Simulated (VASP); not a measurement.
# InAs2 (P-3m1) in VASP: notebook, part 2 of 2

VASP 6.6.1. Earlier steps stand in the parts before.

## (5) Single point, PBE

This run uses another cell than the first one, of 23.58 Å³/atom, 1.010 times its volume.

Contents of INCAR:

```
PREC = Accurate
ENCUT = 520
EDIFF = 1E-6
ISMEAR = 0
SIGMA = 0.1
LREAL = F
LASPH = T
NELM = 100
ALGO = Normal
ISIF = 2
LWAVE = F
LCHARG = F
GGA = PE
NBANDS = 18
```

Contents of KPOINTS:

```
Automatic mesh
0
Gamma
  12 12 10
```

Contents of POSCAR:

```
InAs2
1.0
    3.8649295536      0.0000000000      0.0000000000
   -1.9324647768      3.3471271773      0.0000000000
    0.0000000000      0.0000000000      5.4677420924
In As
1 2
Direct
    0.0000000000      0.0000000000      0.5000000000
    0.3333333333      0.6666666667      0.1313325153
    0.6666666667      0.3333333333      0.8686674847
```

Potentials or basis: VASP PAW PBE potentials, release 64 (In_d, As).

Launch:

```sh
> cat potpaw_PBE.64/In_d/POTCAR potpaw_PBE.64/As/POTCAR > POTCAR
> mpirun -np 1 vasp_std > vasp.out
```

OUTCAR:

```text
PREC = Accurate
   ENCUT = 520
   EDIFF = 1E-6
   ISMEAR = 0
   LREAL = F
   LASPH = T
   NELM = 100
   ISIF = 2
   GGA = PE

 ion  position               nearest neighbor table
   1  0.000  0.000  0.500-   2 3.01   3 3.01   3 3.01   2 3.01   3 3.01   2 3.01
   2  0.333  0.667  0.131-   3 2.65   3 2.65   3 2.65   1 3.01   1 3.01   1 3.01
   3  0.667  0.333  0.869-   2 2.65   2 2.65   2 2.65   1 3.01   1 3.01   1 3.01

  LATTYP: Found a hexagonal cell.
 ALAT       =     3.8649295536
 C/A-ratio  =     1.4147067926

  Lattice vectors:

 A1 = (   3.8649295536,   0.0000000000,   0.0000000000)
 A2 = (  -1.9324647768,   3.3471271773,   0.0000000000)
 A3 = (   0.0000000000,   0.0000000000,   5.4677420924)

Analysis of symmetry for initial positions (statically):
=====================================================================
 Subroutine PRICEL returns:
 Original cell was already a primitive cell.

 Routine SETGRP: Setting up the symmetry group for a
 hexagonal supercell.

 Subroutine GETGRP returns: Found 12 space group operations
 (whereof 12 operations were pure point group operations)
 out of a pool of 24 trial point group operations.

The static configuration has the point symmetry D_3d.

Analysis of symmetry for dynamics (positions and initial velocities):
=====================================================================
 Subroutine PRICEL returns:
 Original cell was already a primitive cell.

 Routine SETGRP: Setting up the symmetry group for a
 hexagonal supercell.

 Subroutine GETGRP returns: Found 12 space group operations
 (whereof 12 operations were pure point group operations)
 out of a pool of 24 trial point group operations.

The dynamic configuration has the point symmetry D_3d.

 Subroutine INISYM returns: Found 12 space group operations
 (whereof 12 operations are pure point group operations),
 and found     1 'primitive' translations

----------------------------------------------------------------------------------------

                                     Primitive cell

  volume of cell :      70.7330

  direct lattice vectors                    reciprocal lattice vectors
     3.864929554  0.000000000  0.000000000     0.258736928  0.149381835  0.000000000
    -1.932464777  3.347127177  0.000000000     0.000000000  0.298763670  0.000000000
     0.000000000  0.000000000  5.467742092     0.000000000  0.000000000  0.182890850

  length of vectors
     3.864929554  3.864929554  5.467742092     0.298763670  0.298763670  0.182890850

  position of ions in fractional coordinates (direct lattice)
     0.000000000  0.000000000  0.500000000
     0.333333333  0.666666667  0.131332515
     0.666666667  0.333333333  0.868667485

  ion indices of the primitive-cell ions
   primitive index   ion index
                 1           1
                 2           2
                 3           3

----------------------------------------------------------------------------------------

 KPOINTS: Automatic mesh

Automatic generation of k-mesh.
 Grid dimensions read from file:
 generate k-points for:   12   12   10

 Generating k-lattice:

  Cartesian coordinates                     Fractional coordinates (reciprocal lattice)
     0.021561411  0.012448486  0.000000000     0.083333333  0.000000000  0.000000000
     0.000000000  0.024896973  0.000000000     0.000000000  0.083333333  0.000000000
     0.000000000  0.000000000  0.018289085     0.000000000  0.000000000  0.100000000

  Length of vectors
     0.024896973  0.024896973  0.018289085

  Shift w.r.t. Gamma in fractional coordinates (k-lattice)
     0.000000000  0.000000000  0.000000000

 Subroutine IBZKPT returns following result:
 ===========================================

 Found    162 irreducible k-points:

 Following reciprocal coordinates:
            Coordinates               Weight
  0.000000  0.000000  0.000000      1.000000
  0.083333  0.000000  0.000000      6.000000
  0.166667  0.000000  0.000000      6.000000
  0.250000  0.000000  0.000000      6.000000
  0.333333  0.000000  0.000000      6.000000
  0.416667  0.000000  0.000000      6.000000
[... 16 lines left out ...]
  0.166667  0.000000  0.100000      6.000000
  0.000000  0.166667  0.100000      6.000000
 [... further k-points ...]
   k-points           NKPTS =    162   k-points in BZ     NKDIM =    162   number of bands    NBANDS=     18
   number of dos      NEDOS =    301   number of ions     NIONS =      3
   total plane-waves  NPLWV =  37800
   dimension x,y,z NGX =    30 NGY =   30 NGZ =   42
   dimension x,y,z NGXF=    60 NGYF=   60 NGZF=   84
   ions per type =               1   2
   NGX,Y,Z   is equivalent  to a cutoff of  12.90, 12.90, 12.77 a.u.
   NGXF,Y,Z  is equivalent  to a cutoff of  25.81, 25.81, 25.54 a.u.
 SYSTEM =  unknown system
   PREC   = accura    normal or accurate (medium, high low for compatibility)
   ISTART =      0    job   : 0-new  1-cont  2-samecut
   ICHARG =      2    charge: 1-file 2-atom 10-const
   ISPIN  =      1    spin polarized calculation?
   LNONCOLLINEAR =      F non collinear calculations
   LSORBIT =      F    spin-orbit coupling
   LASPH  =      T    aspherical Exc in radial PAW
   ENCUT  =  520.0 eV  38.22 Ry    6.18 a.u.   7.19  7.19 10.17*2*pi/ulx,y,z
   NELM   =    100;   NELMIN=  2; NELMDL= -5     # of ELM steps
   EDIFF  = 0.1E-05   stopping-criterion for ELM
   LREAL  =      F    real-space projection
   EDIFFG = 0.1E-04   stopping-criterion for IOM
   NSW    =      0    number of steps for IOM
   IBRION =     -1    ionic relax: 0-MD 1-quasi-New 2-CG
   NFREE  =      0    steps in history (QN), initial steepest desc. (CG)
   ISIF   =      2    stress and relaxation
   ISYM   =      2    0-nonsym 1-usesym 2-fastsym
   POTIM  = 0.5000    time-step for ionic-motion
   TEBEG  =    0.0;   TEEND  =   0.0 temperature during run
   PSTRESS=    0.0 pullay stress
   NELECT =      23.0000    total number of electrons
   NUPDOWN=      -1.0000    fix difference up-down
   EMIN   =  10.00;   EMAX   =-10.00  energy-range for DOS
   EFERMI =   0.00;   METHOD = LEGACY
   ISMEAR =     0;   SIGMA  =   0.10  broadening in eV -4-tet -1-fermi 0-gaus
   EFERMI_NEDOS =   21; number of points for ismear=-14 and -15
   IALGO  =     38    algorithm
   IMIX   =      4    mixing-type and parameters
     AMIX     =   0.40;   BMIX     =  1.00
     AMIX_MAG =   1.60;   BMIX_MAG =  1.00
  volume/ion in A,a.u.               =      23.58       159.11
  Fermi-wavevector in a.u.,A,eV,Ry     =   1.125754  2.127367 17.242964  1.267322
  Thomas-Fermi vector in A             =   2.262433
   LORBIT       =      0    0 simple, 1 ext, 2 COOP (PROOUT), +10 PAW based schemes
   GGA     = PE    functional components
   LHFCALC =     F    Hartree Fock is set to
   AEXX    =    0.0000 exact exchange contribution
   IVDW    =     0    specifies the selected vdW correction
   LEPSILON=     F    determine dielectric tensor
   LRPA    =     F    only Hartree local field effects (RPA)
 non-spin polarized calculation
 Gauss-broadening in eV      SIGMA  =   0.10
  energy-cutoff  :      520.00
  volume of cell :       70.73
 maximum number of plane-waves:      1938
 NGX is ok and might be reduce to    30
   NGX = 15   NGY = 15   NGZ = 21

 number of electron      23.0000005 magnetization

 Free energy of the ion-electron system (eV)
  ---------------------------------------------------
  ext. energy  EPLUGINS =         0.00000000
  ---------------------------------------------------
  free energy    TOTEN  =       -11.73357280 eV

  energy without entropy =      -11.72789165  energy(sigma->0) =      -11.73073222

 E-fermi :   5.9380     XC(G=0):  -9.9872

 val. band max:        5.8975197890   @ k =   0.4167   0.1667   0.3000
 cond. band min:       5.9572251828   @ k =   0.4167   0.1667   0.1000
 fundamental gap:      0.0597053937
 Fermi energy:         5.9380026244

 k-point     1 :       0.0000    0.0000    0.0000
  band No.  band energies     occupation
      1      -8.6682      2.00000
      2      -8.6675      2.00000
      3      -8.6675      2.00000
      4      -8.5966      2.00000
      5      -8.5966      2.00000
      6      -7.8641      2.00000
[... 10 lines left out ...]
     17      12.2401      0.00000
     18      12.8399      0.00000
[... 466 lines left out ...]
      2      -8.6466      2.00000
      3      -8.6387      2.00000
      4      -8.6172      2.00000
      5      -8.5981      2.00000
      6      -7.5503      2.00000
[... 10 lines left out ...]
     17      10.9326      0.00000
     18      11.6810      0.00000

 [... further k-points ...]

------------------------ aborting loop because EDIFF is reached ----------------------------------------

  FORCE on cell =-STRESS in cart. coord.  units (eV):
  Direction    XX          YY          ZZ          XY          YZ          ZX
  --------------------------------------------------------------------------------------
  -------------------------------------------------------------------------------------
  Total        0.0404089      0.0404089      0.0506835      0.0000000      0.0000000      0.0000000
  in kB        0.9153043      0.9153043      1.1480349      0.0000000      0.0000000      0.0000000
  external PRESSURE =       0.9928812 kB  Pullay stress =       0.0000000 kB

 VOLUME and BASIS-vectors are now :
 -----------------------------------------------------------------------------
  energy-cutoff  :      520.00
  volume of cell :       70.73
      direct lattice vectors                 reciprocal lattice vectors
     3.864929554  0.000000000  0.000000000     0.258736928  0.149381835  0.000000000
    -1.932464777  3.347127177  0.000000000     0.000000000  0.298763670  0.000000000
     0.000000000  0.000000000  5.467742092     0.000000000  0.000000000  0.182890850

 POSITION                                       TOTAL-FORCE (eV/Angst)
 -----------------------------------------------------------------------------------
      0.00000      0.00000      2.73387        -0.000000      0.000000      0.000000
     -0.00000      2.23142      0.71809        -0.000000      0.000000      0.022566
      1.93246      1.11571      4.74965         0.000000      0.000000     -0.022566
 -----------------------------------------------------------------------------------
    total drift:                               -0.000000     -0.000000      0.000000

  FREE ENERGIE OF THE ION-ELECTRON SYSTEM (eV)
  ---------------------------------------------------
  free  energy   TOTEN  =       -11.7335727954 eV

  energy  without entropy=      -11.7278916525  energy(sigma->0) =      -11.73073222
```

OSZICAR:

```text
N       E                     dE             d eps       ncg     rms          rms(c)
DAV:   1     0.148763360911E+03    0.14876E+03   -0.10422E+04  5840   0.132E+03
DAV:   2     0.610384976371E+00   -0.14815E+03   -0.14384E+03  6198   0.304E+02
DAV:   3    -0.114738362290E+02   -0.12084E+02   -0.11885E+02  7750   0.876E+01
DAV:   4    -0.117909013588E+02   -0.31707E+00   -0.31629E+00  7012   0.140E+01
DAV:   5    -0.117993705903E+02   -0.84692E-02   -0.84678E-02  8292   0.244E+00    0.368E+00
DAV:   6    -0.117392010941E+02    0.60169E-01   -0.13176E-01  7556   0.567E+00    0.217E+00
DAV:   7    -0.117335995270E+02    0.56016E-02   -0.53683E-02  8178   0.224E+00    0.398E-01
DAV:   8    -0.117334192409E+02    0.18029E-03   -0.63843E-03  7472   0.984E-01    0.174E-01
DAV:   9    -0.117335547563E+02   -0.13552E-03   -0.57083E-04  6308   0.173E-01    0.471E-02
DAV:  10    -0.117335707395E+02   -0.15983E-04   -0.35819E-05  7968   0.415E-02    0.233E-02
DAV:  11    -0.117335725518E+02   -0.18122E-05   -0.56968E-06  6472   0.197E-02    0.900E-03
DAV:  12    -0.117335727954E+02   -0.24367E-06   -0.99810E-07  3654   0.651E-03
   1 F= -.11733573E+02 E0= -.11730732E+02  d E =-.568114E-02
```

stdout:

```text
POSCAR found type information on POSCAR InAs
 POSCAR found :  2 types and       3 ions
 scaLAPACK will be used
 LDA part: xc-table for (Slater+PW92), standard interpolation
 POSCAR, INCAR and KPOINTS ok, starting setup
 FFT: planning ... GRIDC
 FFT: planning ... GRID_SOFT
 FFT: planning ... GRID
 WAVECAR not read
 entering main loop
```

Run time: 3 min. Hardware: 1 thread of Intel Xeon Platinum 8259CL at 2.50GHz (Skylake/Cascade Lake), shared host; peak memory 0.33 GiB.

What came out:

```
Free energy   : -11.7336 eV
Pressure      : 0.1 GPa
Largest force : 0.023 eV/Å
```

Forces on the atoms (eV/Å):
```
In   0.000  0.000  0.000
As   0.000  0.000  0.023
As   0.000  0.000 -0.023
```

Caveat: spin-orbit coupling is left out, which moves the levels of the heavy elements.

## (6) The runs side by side

| task | cell | k mesh | cutoff (eV) | gap on the mesh (eV) | pressure (GPa) | largest force (eV/Å) |
| --- | --- | --- | --- | --- | --- | --- |
| single point | a = 3.866, b = 3.866, c = 5.407 Å, angles 90.0, 90.0, 120.0°, 3 atoms | 6 × 6 × 4 | 520 | none | 0.1 | 0.02 |
| single point | a = 3.739, b = 3.739, c = 6.000 Å, angles 90.0, 90.0, 120.0°, 3 atoms | 6 × 6 × 4 | 520 | none | 9.2 | 1.54 |
| relaxation of cell and atoms | relaxed from a = 3.739, b = 3.739, c = 6.000 Å, angles 90.0, 90.0, 120.0°, 3 atoms | 6 × 6 × 4 | 600 | none | 0.1 | 0.02 |
| single point | a = 3.865, b = 3.865, c = 5.468 Å, angles 90.0, 90.0, 120.0°, 3 atoms | 12 × 12 × 10 | 520 | none | 0.1 | 0.02 |

Alike in all rows: level PBE; potentials or basis VASP PAW PBE potentials, release 64 (In_d, As); no spin polarisation; smearing gaussian 0.1 eV.

Caveats: spin-orbit coupling is left out, which moves the levels of the heavy elements; this functional lacks dispersion, which binds the layers, so the pressure and a relaxed spacing across them are unreliable (some runs); forces of over 1 eV/Å act on the atoms, so gaps and moduli don't describe the material at rest (some runs).

Absolute energies hang on the potentials; compare differences alone.
